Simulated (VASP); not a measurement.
Write the native input for VASP 6.6.1 that does the following.

```yaml
Task: single point
Functional: PBEsol
Potentials_or_basis: VASP PAW PBE potentials, release 64 (Nb_sv, As)
Cutoff: 520 eV
k_mesh: 10 × 10 × 4
Occupations: gaussian, width 0.1 eV
Spin: no spin polarisation
Dipole_correction: no
Further_INCAR_settings: ALGO = Normal; EDIFF = 1e-07; NBANDS = 46
```

The structure of NbAs lies in POSCAR:

```
NbAs
1.0
    3.4393064263      0.0000000000      0.0000000000
    0.0000000000      3.4393064263      0.0000000000
    0.0000000000      0.0000000000     11.5930816571
Nb As
4 4
Direct
    0.5000000000      0.5000000000      0.9987437889
    0.5000000000      0.0000000000      0.2487437889
    0.0000000000      0.0000000000      0.4987437889
    0.0000000000      0.5000000000      0.7487437889
    0.0000000000      0.0000000000      0.9172562111
    0.0000000000      0.5000000000      0.1672562111
    0.5000000000      0.5000000000      0.4172562111
    0.5000000000      0.0000000000      0.6672562111
```

The input as run:

INCAR

```
SYSTEM = NbAs
  ALGO = Normal
  EDIFF = 1E-7
  ENCUT = 520
  GGA = PS
  ISIF = 2
  ISMEAR = 0
  LASPH = .True.
  LCHARG = .False.
  LREAL = .False.
  LWAVE = .False.
  NBANDS = 46
  NELM = 100
  PREC = Accurate
  SIGMA = 0.1
```

KPOINTS

```
k-points
0
Gamma
  10 10 4
  0 0 0
```

Potentials or basis: VASP PAW PBE potentials, release 64 (Nb_sv, As).

Command:

```sh
$ cat potpaw_PBE.64/Nb_sv/POTCAR potpaw_PBE.64/As/POTCAR > POTCAR
$ mpirun -np 1 vasp_std > vasp.out
```

Results of the run:

The pressure is 0.2 GPa. The band gap on the k mesh is zero (bands 36 and 37 overlap by 0.02 eV).

Caveat: the PAW data sets were made with another functional, which shifts forces and pressure a little.

Wall time 14 min on 1 thread of Intel Xeon 8259CL, on a shared host, peak memory 0.46 GiB.
